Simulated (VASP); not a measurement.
# GaAs (Pm-3m) in VASP: notebook

Runs on GaAs. Level: PBEsol. Tasks: single point.

Everything below comes from runs of VASP 6.6.1. Logs are shortened: lines on timing, memory, paths and dates and some standing lists are left out, and cuts for length are marked.

## 1. The cell of the first run

The structure is cubic, space group Pm-3m (No. 221). Conventional cell: a = 3.177 Å, b = 3.177 Å, c = 3.177 Å, α = 90.00°, β = 90.00°, γ = 90.00°. Ga (site symmetry m-3m) has 8 As at 2.75 Å and 6 Ga at 3.18 Å within 3.6 Å. Within 3.6 Å of As (site symmetry m-3m) lie 8 Ga at 2.75 Å and 6 As at 3.18 Å.

## 2. Single point, PBEsol

Contents of INCAR:

```
PREC = Accurate ; ENCUT = 500
EDIFF = 1E-6 ; ISMEAR = 0
SIGMA = 0.05 ; LREAL = F
LASPH = T ; NELM = 120
ALGO = Normal ; ISIF = 2
LWAVE = F ; LCHARG = F
GGA = PS ; NBANDS = 16
GGA_COMPAT = F
```

Contents of KPOINTS:

```
regular mesh
0
Gamma
  6 6 6
```

Contents of POSCAR:

```
GaAs
1.0
    3.1765811811      0.0000000000      0.0000000000
    0.0000000000      3.1765811811      0.0000000000
    0.0000000000      0.0000000000      3.1765811811
Ga As
1 1
Direct
    0.0000000000      0.0000000000      0.0000000000
    0.5000000000      0.5000000000      0.5000000000
```

Potentials or basis: VASP PAW PBE potentials, release 64 (Ga_d, As).

Started as:

```bash
> cat potpaw_PBE.64/Ga_d/POTCAR potpaw_PBE.64/As/POTCAR > POTCAR
> mpirun -np 1 vasp_std > vasp.out
```

OUTCAR:

```text
PREC = Accurate
   ENCUT = 500
   EDIFF = 1E-6
   ISMEAR = 0
   LREAL = F
   LASPH = T
   NELM = 120
   ISIF = 2
   GGA = PS

 ion  position               nearest neighbor table
   1  0.000  0.000  0.000-   2 2.75   2 2.75   2 2.75   2 2.75   2 2.75   2 2.75   2 2.75   2 2.75

   2  0.500  0.500  0.500-   1 2.75   1 2.75   1 2.75   1 2.75   1 2.75   1 2.75   1 2.75   1 2.75

  LATTYP: Found a simple cubic cell.
 ALAT       =     3.1765811811

  Lattice vectors:

 A1 = (   3.1765811811,   0.0000000000,   0.0000000000)
 A2 = (   0.0000000000,   3.1765811811,   0.0000000000)
 A3 = (   0.0000000000,   0.0000000000,   3.1765811811)

Analysis of symmetry for initial positions (statically):
=====================================================================
 Subroutine PRICEL returns:
 Original cell was already a primitive cell.

 Routine SETGRP: Setting up the symmetry group for a
 simple cubic supercell.

 Subroutine GETGRP returns: Found 48 space group operations
 (whereof 48 operations were pure point group operations)
 out of a pool of 48 trial point group operations.

The static configuration has the point symmetry O_h .

Analysis of symmetry for dynamics (positions and initial velocities):
=====================================================================
 Subroutine PRICEL returns:
 Original cell was already a primitive cell.

 Routine SETGRP: Setting up the symmetry group for a
 simple cubic supercell.

 Subroutine GETGRP returns: Found 48 space group operations
 (whereof 48 operations were pure point group operations)
 out of a pool of 48 trial point group operations.

The dynamic configuration has the point symmetry O_h .

 Subroutine INISYM returns: Found 48 space group operations
 (whereof 48 operations are pure point group operations),
 and found     1 'primitive' translations

----------------------------------------------------------------------------------------

                                     Primitive cell

  volume of cell :      32.0538

  direct lattice vectors                    reciprocal lattice vectors
     3.176581181  0.000000000  0.000000000     0.314803855  0.000000000  0.000000000
     0.000000000  3.176581181  0.000000000     0.000000000  0.314803855  0.000000000
     0.000000000  0.000000000  3.176581181     0.000000000  0.000000000  0.314803855

  length of vectors
[... 75 lines left out ...]
   ENCUT  =  500.0 eV  36.75 Ry    6.06 a.u.   5.79  5.79  5.79*2*pi/ulx,y,z
   NELM   =    120;   NELMIN=  2; NELMDL= -5     # of ELM steps
   EDIFF  = 0.1E-05   stopping-criterion for ELM
   LREAL  =      F    real-space projection
   EDIFFG = 0.1E-04   stopping-criterion for IOM
   NSW    =      0    number of steps for IOM
   IBRION =     -1    ionic relax: 0-MD 1-quasi-New 2-CG
   NFREE  =      0    steps in history (QN), initial steepest desc. (CG)
   ISIF   =      2    stress and relaxation
   ISYM   =      2    0-nonsym 1-usesym 2-fastsym
   POTIM  = 0.5000    time-step for ionic-motion
   TEBEG  =    0.0;   TEEND  =   0.0 temperature during run
   PSTRESS=    0.0 pullay stress
   NELECT =      18.0000    total number of electrons
   NUPDOWN=      -1.0000    fix difference up-down
   EMIN   =  10.00;   EMAX   =-10.00  energy-range for DOS
   EFERMI =   0.00;   METHOD = LEGACY
   ISMEAR =     0;   SIGMA  =   0.05  broadening in eV -4-tet -1-fermi 0-gaus
   EFERMI_NEDOS =   21; number of points for ismear=-14 and -15
   IALGO  =     38    algorithm
   IMIX   =      4    mixing-type and parameters
     AMIX     =   0.40;   BMIX     =  1.00
     AMIX_MAG =   1.60;   BMIX_MAG =  1.00
  volume/ion in A,a.u.               =      16.03       108.15
  Fermi-wavevector in a.u.,A,eV,Ry     =   1.350638  2.552336 24.820070  1.824224
  Thomas-Fermi vector in A             =   2.478126
   LORBIT       =      0    0 simple, 1 ext, 2 COOP (PROOUT), +10 PAW based schemes
   GGA     = PS    functional components
   LHFCALC =     F    Hartree Fock is set to
   AEXX    =    0.0000 exact exchange contribution
   IVDW    =     0    specifies the selected vdW correction
   LEPSILON=     F    determine dielectric tensor
   LRPA    =     F    only Hartree local field effects (RPA)
 non-spin polarized calculation
 Gauss-broadening in eV      SIGMA  =   0.05
  energy-cutoff  :      500.00
  volume of cell :       32.05
 maximum number of plane-waves:       840
 NGX is ok and might be reduce to    24
   NGX = 11   NGY = 11   NGZ = 11

 number of electron      17.9999992 magnetization

 Free energy of the ion-electron system (eV)
  ---------------------------------------------------
  ext. energy  EPLUGINS =         0.00000000
  ---------------------------------------------------
  free energy    TOTEN  =        -8.00364245 eV

  energy without entropy =       -8.00188780  energy(sigma->0) =       -8.00276512

 E-fermi :   7.4939     XC(G=0): -11.8156

 val. band max:        7.4623800860   @ k =   0.5000   0.3333   0.3333
 cond. band min:       7.5387330240   @ k =   0.1667   0.1667   0.0000
 fundamental gap:      0.0763529379
 Fermi energy:         7.4939482137

 k-point     1 :       0.0000    0.0000    0.0000
  band No.  band energies     occupation
      1      -7.3352      2.00000
      2      -7.2870      2.00000
      3      -7.2870      2.00000
      4      -7.1253      2.00000
      5      -7.1253      2.00000
      6      -7.1253      2.00000
[... 357 lines left out ...]
      3      -7.3071      2.00000
      4      -7.0409      2.00000
      5      -7.0409      2.00000
      6      -1.1143      2.00000
[... 8 lines left out ...]
     15      30.2127      0.00000
     16      30.2190      0.00000

------------------------ aborting loop because EDIFF is reached ----------------------------------------

  FORCE on cell =-STRESS in cart. coord.  units (eV):
  Direction    XX          YY          ZZ          XY          YZ          ZX
  --------------------------------------------------------------------------------------
  -------------------------------------------------------------------------------------
  Total        2.2796567      2.2796567      2.2796567     -0.0000000      0.0000000     -0.0000000
  in kB      113.9462837    113.9462837    113.9462837     -0.0000000      0.0000000     -0.0000000
  external PRESSURE =     113.9462837 kB  Pullay stress =       0.0000000 kB

 VOLUME and BASIS-vectors are now :
 -----------------------------------------------------------------------------
  energy-cutoff  :      500.00
  volume of cell :       32.05
      direct lattice vectors                 reciprocal lattice vectors
     3.176581181  0.000000000  0.000000000     0.314803855  0.000000000  0.000000000
     0.000000000  3.176581181  0.000000000     0.000000000  0.314803855  0.000000000
     0.000000000  0.000000000  3.176581181     0.000000000  0.000000000  0.314803855

 POSITION                                       TOTAL-FORCE (eV/Angst)
 -----------------------------------------------------------------------------------
      0.00000      0.00000      0.00000         0.000000      0.000000      0.000000
      1.58829      1.58829      1.58829         0.000000      0.000000      0.000000
 -----------------------------------------------------------------------------------
    total drift:                                0.000000      0.000000      0.000000

  FREE ENERGIE OF THE ION-ELECTRON SYSTEM (eV)
  ---------------------------------------------------
  free  energy   TOTEN  =        -8.0036424459 eV

  energy  without entropy=       -8.0018878028  energy(sigma->0) =       -8.00276512
```

Wall time 5.9 s (1 thread of Intel Xeon 6975P-C, shared host); peak memory 0.14 GiB.

Results:

```
Free energy            : -8.0036 eV
Pressure               : 11.4 GPa
Band gap on the k mesh : zero (band 9 reaches 9.24 eV, above the bottom of band 10 at 5.64 eV)
```

Caveat: the PAW data sets were made with another functional, which shifts forces and pressure a little.

## 3. Single point, PBEsol

This run uses another cell than the first one, of 17.52 Å³/atom, 1.093 times its volume.

Contents of INCAR:

```
SYSTEM = GaAs
ALGO = Normal ; EDIFF = 1E-6
ENCUT = 500 ; GGA = PS
GGA_COMPAT = .False. ; ISIF = 2
ISMEAR = 0 ; LASPH = .True.
LCHARG = .False. ; LREAL = .False.
LWAVE = .False. ; NBANDS = 16
NELM = 120 ; PREC = Accurate
SIGMA = 0.05
```

Contents of KPOINTS:

```
k-points
0
Gamma
  6 6 6
  0 0 0
```

Contents of POSCAR:

```
GaAs
1.0
    3.2725301770      0.0000000000      0.0000000000
    0.0000000000      3.2725301770      0.0000000000
    0.0000000000      0.0000000000      3.2725301770
Ga As
1 1
Direct
    0.0000000000      0.0000000000      0.0000000000
    0.5000000000      0.5000000000      0.5000000000
```

Potentials or basis: VASP PAW PBE potentials, release 64 (Ga_d, As).

Started as:

```bash
> cat potpaw_PBE.64/Ga_d/POTCAR potpaw_PBE.64/As/POTCAR > POTCAR
> mpirun -np 1 vasp_std > vasp.out
```

Run time: 6.4 s. Hardware: 1 thread of Intel Xeon 6975P-C, shared host; peak memory 0.14 GiB.

The run converged. Its results:

* Free energy: -8.1305 eV
* Pressure: 2.8 GPa
* Band gap on the k mesh: zero (band 9 reaches 8.07 eV, above the bottom of band 10 at 4.48 eV)

Levels at points of the mesh, in eV from the Fermi level:
```
           k point  band 7  band 8  band 9  band 10  band 11  band 12
(0.00, 0.00, 0.00)   -1.77   -0.75   -0.75    -0.75     4.66     4.66
(0.50, 0.00, 0.00)   -8.82    1.47    1.47     2.98     3.71     4.84
(0.50, 0.50, 0.00)   -5.69   -5.69   -4.91     2.48     7.36     7.41
(0.50, 0.50, 0.50)   -2.87   -2.87   -2.87    -2.11    -0.76    -0.76
```

Caveat: the PAW data sets were made with another functional, which shifts forces and pressure a little.
